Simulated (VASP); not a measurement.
# Cu (a cell with a defect) in VASP: single point with PBE

Aim: the single point of Cu (a cell with a defect) with PBE.

Program: VASP 6.6.1. These are calculated values, not measurements. Logs are shortened: lines on timing, memory, paths and dates and some standing lists are left out, and cuts for length are marked.

**1. The cell of the first run**

The cell holds a defect, 26 atoms: a = 7.700 Å, b = 7.700 Å, c = 7.700 Å, α = 60.00°, β = 60.00°, γ = 60.00°.

**2. Single point, PBE**

INCAR

```
SYSTEM = Cu
  ALGO = Normal
  EDIFF = 1E-7
  ENCUT = 520
  GGA = PE
  ISIF = 2
  ISMEAR = 1
  LASPH = .TRUE.
  LCHARG = .FALSE.
  LREAL = Auto
  LWAVE = .FALSE.
  NBANDS = 162
  NELM = 80
  PREC = Accurate
  SIGMA = 0.1
```

KPOINTS

```
k-points
0
G
  4 4 4
  0 0 0
```

POSCAR

```
Cu
1.0
    0.0000000000      5.4445723423      5.4445723423
    5.4445723423      0.0000000000      5.4445723423
    5.4445723423      5.4445723423      0.0000000000
Cu
26
Direct
    0.0000000000      0.0000000000      0.3300067378
    0.0000000000      0.0000000000      0.6699932622
    0.0000000000      0.3300067378      0.0000000000
   -0.0000172917      0.3333390972      0.3333390972
    0.0000000000      0.3300067378      0.6699932622
    0.0000000000      0.6699932622      0.0000000000
    0.0000000000      0.6699932622      0.3300067378
    0.0000172917      0.6666609028      0.6666609028
    0.3300067378      0.0000000000      0.0000000000
    0.3333390972     -0.0000172917      0.3333390972
    0.3300067378      0.0000000000      0.6699932622
    0.3333390972      0.3333390972     -0.0000172917
    0.3333390972      0.3333390972      0.3333390972
    0.3325191264      0.3325191264      0.6674808736
    0.3300067378      0.6699932622      0.0000000000
    0.3325191264      0.6674808736      0.3325191264
    0.3325191264      0.6674808736      0.6674808736
    0.6699932622      0.0000000000      0.0000000000
    0.6699932622      0.0000000000      0.3300067378
    0.6666609028      0.0000172917      0.6666609028
    0.6699932622      0.3300067378      0.0000000000
    0.6674808736      0.3325191264      0.3325191264
    0.6674808736      0.3325191264      0.6674808736
    0.6666609028      0.6666609028      0.0000172917
    0.6674808736      0.6674808736      0.3325191264
    0.6666609028      0.6666609028      0.6666609028
```

Potentials or basis: VASP PAW PBE potentials, release 64 (Cu).

Command:

```console
> cat potpaw_PBE.64/Cu/POTCAR > POTCAR
> mpirun -np 1 vasp_std > vasp.out
```

OUTCAR:

```text
SYSTEM = Cu
   EDIFF = 1E-7
   ENCUT = 520
   GGA = PE
   ISIF = 2
   ISMEAR = 1
   LASPH = .TRUE.
   LREAL = Auto
   NELM = 80
   PREC = Accurate

 ion  position               nearest neighbor table
   1  0.000  0.000  0.330-   3 2.54   7 2.54   9 2.54  19 2.54  16 2.56  22 2.56  10 2.58   4 2.58
                            20 2.58   8 2.58   2 2.62
   2  0.000  0.000  0.670-   5 2.54   6 2.54  11 2.54  18 2.54  17 2.56  23 2.56  20 2.58   8 2.58
                            10 2.58   4 2.58   1 2.62
   3  0.000  0.330  0.000-   1 2.54   5 2.54   9 2.54  21 2.54  14 2.56  22 2.56  12 2.58   4 2.58
                             8 2.58  24 2.58   6 2.62
   4  1.000  0.333  0.333-  22 2.57  23 2.57  25 2.57  10 2.57  12 2.57  13 2.57   1 2.58   3 2.58
                             2 2.58   6 2.58   5 2.58   7 2.58
   5  0.000  0.330  0.670-   2 2.54   3 2.54  11 2.54  21 2.54  14 2.56  23 2.56  13 2.58  26 2.58
                             4 2.58   8 2.58   7 2.62
   6  0.000  0.670  0.000-   2 2.54   7 2.54  15 2.54  18 2.54  17 2.56  25 2.56  24 2.58   8 2.58
                             4 2.58  12 2.58   3 2.62
   7  0.000  0.670  0.330-   1 2.54   6 2.54  15 2.54  19 2.54  16 2.56  25 2.56  13 2.58  26 2.58
                             4 2.58   8 2.58   5 2.62
   8  0.000  0.667  0.667-  17 2.57  16 2.57  14 2.57  20 2.57  24 2.57  26 2.57   2 2.58   6 2.58
                             3 2.58   1 2.58   5 2.58   7 2.58
   9  0.330  0.000  0.000-   1 2.54   3 2.54  11 2.54  15 2.54  14 2.56  16 2.56  12 2.58  10 2.58
[... 21 lines left out ...]
  20  0.667  0.000  0.667-  23 2.57  22 2.57  14 2.57   8 2.57  24 2.57  26 2.57   2 2.58  18 2.58
                             1 2.58   9 2.58  11 2.58  19 2.58
  21  0.670  0.330  0.000-   3 2.54   5 2.54  18 2.54  19 2.54  22 2.56  23 2.56  13 2.58  26 2.58
                            24 2.58  12 2.58  15 2.62
  22  0.667  0.333  0.333-   1 2.56   3 2.56  19 2.56  21 2.56   4 2.57  20 2.57  24 2.57  13 2.57
                            14 2.58  23 2.58  16 2.58  25 2.58
  23  0.667  0.333  0.667-   2 2.56   5 2.56  18 2.56  21 2.56  20 2.57  12 2.57   4 2.57  26 2.57
                            14 2.58  22 2.58  25 2.58  17 2.58
  24  0.667  0.667  0.000-  25 2.57  22 2.57  16 2.57   8 2.57  20 2.57  26 2.57   6 2.58  18 2.58
                             3 2.58   9 2.58  21 2.58  15 2.58
  25  0.667  0.667  0.333-   6 2.56   7 2.56  18 2.56  19 2.56  24 2.57  10 2.57   4 2.57  26 2.57
                            22 2.58  23 2.58  16 2.58  17 2.58
  26  0.667  0.667  0.667-  17 2.57  23 2.57  25 2.57   8 2.57  24 2.57  20 2.57  19 2.58   5 2.58
                            21 2.58  11 2.58  15 2.58   7 2.58

  LATTYP: Found a face centered cubic cell.
 ALAT       =    10.8891446846

  Lattice vectors:

 A1 = (   0.0000000000,   5.4445723423,   5.4445723423)
 A2 = (   5.4445723423,   0.0000000000,   5.4445723423)
 A3 = (   5.4445723423,   5.4445723423,   0.0000000000)

Analysis of symmetry for initial positions (statically):
=====================================================================
 Subroutine PRICEL returns:
 Original cell was already a primitive cell.

 Routine SETGRP: Setting up the symmetry group for a
 face centered cubic supercell.

 Subroutine GETGRP returns: Found 48 space group operations
 (whereof 48 operations were pure point group operations)
 out of a pool of 48 trial point group operations.

The static configuration has the point symmetry O_h .

Analysis of symmetry for dynamics (positions and initial velocities):
=====================================================================
 Subroutine PRICEL returns:
 Original cell was already a primitive cell.

 Routine SETGRP: Setting up the symmetry group for a
 face centered cubic supercell.

 Subroutine GETGRP returns: Found 48 space group operations
 (whereof 48 operations were pure point group operations)
 out of a pool of 48 trial point group operations.

The dynamic configuration has the point symmetry O_h .

 Subroutine INISYM returns: Found 48 space group operations
 (whereof 48 operations are pure point group operations),
 and found     1 'primitive' translations

----------------------------------------------------------------------------------------

                                     Primitive cell

  volume of cell :     322.7909

  direct lattice vectors                    reciprocal lattice vectors
     0.000000000  5.444572342  5.444572342    -0.091834577  0.091834577  0.091834577
     5.444572342  0.000000000  5.444572342     0.091834577 -0.091834577  0.091834577
     5.444572342  5.444572342  0.000000000     0.091834577  0.091834577 -0.091834577

  length of vectors
[... 69 lines left out ...]
  Cartesian coordinates                     Fractional coordinates (reciprocal lattice)
    -0.022958644  0.022958644  0.022958644     0.250000000  0.000000000  0.000000000
     0.022958644 -0.022958644  0.022958644     0.000000000  0.250000000  0.000000000
     0.022958644  0.022958644 -0.022958644     0.000000000  0.000000000  0.250000000

  Length of vectors
     0.039765538  0.039765538  0.039765538

  Shift w.r.t. Gamma in fractional coordinates (k-lattice)
     0.000000000  0.000000000  0.000000000

 Subroutine IBZKPT returns following result:
 ===========================================

 Found      8 irreducible k-points:

 Following reciprocal coordinates:
            Coordinates               Weight
  0.000000  0.000000  0.000000      1.000000
  0.250000  0.000000  0.000000      8.000000
  0.500000  0.000000  0.000000      4.000000
  0.250000  0.250000  0.000000      6.000000
  0.500000  0.250000  0.000000     24.000000
 -0.250000  0.250000  0.000000     12.000000
  0.500000  0.500000  0.000000      3.000000
 -0.250000  0.500000  0.250000      6.000000
   k-points           NKPTS =      8   k-points in BZ     NKDIM =      8   number of bands    NBANDS=    162
   number of dos      NEDOS =    301   number of ions     NIONS =     26
   total plane-waves  NPLWV = 216000
   dimension x,y,z NGX =    60 NGY =   60 NGZ =   60
   dimension x,y,z NGXF=   120 NGYF=  120 NGZF=  120
   ions per type =              26
   NGX,Y,Z   is equivalent  to a cutoff of  12.95, 12.95, 12.95 a.u.
   NGXF,Y,Z  is equivalent  to a cutoff of  25.91, 25.91, 25.91 a.u.
 SYSTEM =  Cu
   PREC   = accura    normal or accurate (medium, high low for compatibility)
   ISTART =      0    job   : 0-new  1-cont  2-samecut
   ICHARG =      2    charge: 1-file 2-atom 10-const
   ISPIN  =      1    spin polarized calculation?
   LNONCOLLINEAR =      F non collinear calculations
   LSORBIT =      F    spin-orbit coupling
   LASPH  =      T    aspherical Exc in radial PAW
   ENCUT  =  520.0 eV  38.22 Ry    6.18 a.u.  14.32 14.32 14.32*2*pi/ulx,y,z
   NELM   =     80;   NELMIN=  2; NELMDL= -5     # of ELM steps
   EDIFF  = 0.1E-06   stopping-criterion for ELM
   LREAL  =      T    real-space projection
   EDIFFG = 0.1E-05   stopping-criterion for IOM
   NSW    =      0    number of steps for IOM
   IBRION =     -1    ionic relax: 0-MD 1-quasi-New 2-CG
   NFREE  =      0    steps in history (QN), initial steepest desc. (CG)
   ISIF   =      2    stress and relaxation
   ISYM   =      2    0-nonsym 1-usesym 2-fastsym
   POTIM  = 0.5000    time-step for ionic-motion
   TEBEG  =    0.0;   TEEND  =   0.0 temperature during run
   PSTRESS=    0.0 pullay stress
   NELECT =     286.0000    total number of electrons
   NUPDOWN=      -1.0000    fix difference up-down
   EMIN   =  10.00;   EMAX   =-10.00  energy-range for DOS
   EFERMI =   0.00;   METHOD = LEGACY
   ISMEAR =     1;   SIGMA  =   0.10  broadening in eV -4-tet -1-fermi 0-gaus
   EFERMI_NEDOS =   21; number of points for ismear=-14 and -15
   IALGO  =     38    algorithm
   IMIX   =      4    mixing-type and parameters
     AMIX     =   0.40;   BMIX     =  1.00
     AMIX_MAG =   1.60;   BMIX_MAG =  1.00
  volume/ion in A,a.u.               =      12.42        83.78
  Fermi-wavevector in a.u.,A,eV,Ry     =   1.572376  2.971360 33.638585  2.472366
  Thomas-Fermi vector in A             =   2.673820
   LORBIT       =      0    0 simple, 1 ext, 2 COOP (PROOUT), +10 PAW based schemes
   GGA     = PE    functional components
   LHFCALC =     F    Hartree Fock is set to
   AEXX    =    0.0000 exact exchange contribution
   IVDW    =     0    specifies the selected vdW correction
   LEPSILON=     F    determine dielectric tensor
   LRPA    =     F    only Hartree local field effects (RPA)
 non-spin polarized calculation
 Methfessel and Paxton  Order N= 1 SIGMA  =   0.10
  energy-cutoff  :      520.00
  volume of cell :      322.79
 maximum number of plane-waves:      8728
 NGX is ok and might be reduce to    60
   NGX = 29   NGY = 29   NGZ = 29

 number of electron     285.9999976 magnetization

 Free energy of the ion-electron system (eV)
  ---------------------------------------------------
  ext. energy  EPLUGINS =         0.00000000
  ---------------------------------------------------
  free energy    TOTEN  =       -95.66917088 eV

  energy without entropy =      -95.65628026  energy(sigma->0) =      -95.66487401

 E-fermi :   6.8828     XC(G=0): -12.4025

 val. band max:        6.8591180021   @ k =   0.5000   0.2500   0.0000
 cond. band min:       6.8851124596   @ k =  -0.2500   0.5000   0.2500
 fundamental gap:      0.0259944576
 Fermi energy:         6.8828001786

 k-point     1 :       0.0000    0.0000    0.0000
  band No.  band energies     occupation
      1      -2.0734      2.00000
      2       1.1048      2.00000
      3       1.1768      2.00000
      4       1.1768      2.00000
      5       1.1768      2.00000
      6       1.2170      2.00000
[... 1253 lines left out ...]
    154       9.5578      0.00000
    155       9.5823      0.00000
 [bands above 155 left out]

------------------------ aborting loop because EDIFF is reached ----------------------------------------

  FORCE on cell =-STRESS in cart. coord.  units (eV):
  Direction    XX          YY          ZZ          XY          YZ          ZX
  --------------------------------------------------------------------------------------
  -------------------------------------------------------------------------------------
  Total       -2.3395644     -2.3395644     -2.3395644     -0.0000000     -0.0000000      0.0000000
  in kB      -11.6124612    -11.6124612    -11.6124612     -0.0000000     -0.0000000      0.0000000
  external PRESSURE =     -11.6124612 kB  Pullay stress =       0.0000000 kB

 VOLUME and BASIS-vectors are now :
 -----------------------------------------------------------------------------
  energy-cutoff  :      520.00
  volume of cell :      322.79
      direct lattice vectors                 reciprocal lattice vectors
     0.000000000  5.444572342  5.444572342    -0.091834577  0.091834577  0.091834577
     5.444572342  0.000000000  5.444572342     0.091834577 -0.091834577  0.091834577
     5.444572342  5.444572342  0.000000000     0.091834577  0.091834577 -0.091834577

 POSITION                                       TOTAL-FORCE (eV/Angst)
 -----------------------------------------------------------------------------------
      1.79675      1.79675      0.00000        -0.003497     -0.003497      0.000000
      3.64783      3.64783      0.00000         0.003497      0.003497      0.000000
      1.79675      0.00000      1.79675        -0.003497      0.000000     -0.003497
      3.62978      7.25937      7.25937        -0.002869      0.002869      0.002869
      5.44457      3.64783      1.79675         0.000000      0.003497     -0.003497
      3.64783      0.00000      3.64783         0.003497      0.000000      0.003497
[... 18 lines left out ...]
      5.44457      5.44457      7.26830         0.000000      0.000000     -0.001502
      7.25937      7.25937      7.25937         0.002869      0.002869      0.002869
 -----------------------------------------------------------------------------------
    total drift:                               -0.000000     -0.000000      0.000000

  FREE ENERGIE OF THE ION-ELECTRON SYSTEM (eV)
  ---------------------------------------------------
  free  energy   TOTEN  =       -95.6691708807 eV

  energy  without entropy=      -95.6562802560  energy(sigma->0) =      -95.66487401
```

It took 49 min on 1 thread of Oxide Virtual Turin-like, shared host; peak memory 0.61 GiB.

What came out:

```yaml
Free_energy: -95.6692 eV
Pressure: -1.2 GPa
Largest_force: 0.005 eV/Å
Band_gap_on_the_k_mesh: zero (bands 143 and 144 overlap by 1.80 eV)
```

Forces on the atoms (eV/Å):
```
Cu  -0.003 -0.003  0.000
Cu   0.003  0.003  0.000
Cu  -0.003  0.000 -0.003
Cu  -0.003  0.003  0.003
Cu   0.000  0.003 -0.003
Cu   0.003  0.000  0.003
Cu   0.000 -0.003  0.003
Cu   0.003 -0.003 -0.003
Cu   0.000 -0.003 -0.003
Cu   0.003 -0.003  0.003
Cu   0.003  0.000 -0.003
Cu   0.003  0.003 -0.003
Cu  -0.003 -0.003 -0.003
Cu   0.000  0.000  0.002
Cu   0.003 -0.003  0.000
Cu   0.000  0.002  0.000
Cu  -0.002  0.000  0.000
Cu   0.000  0.003  0.003
Cu  -0.003  0.000  0.003
Cu  -0.003  0.003 -0.003
Cu  -0.003  0.003  0.000
Cu   0.002  0.000  0.000
Cu   0.000 -0.002  0.000
Cu  -0.003 -0.003  0.003
Cu   0.000  0.000 -0.002
Cu   0.003  0.003  0.003
```

The gap in the log of VASP goes by the Fermi energy; the results here count the filled bands.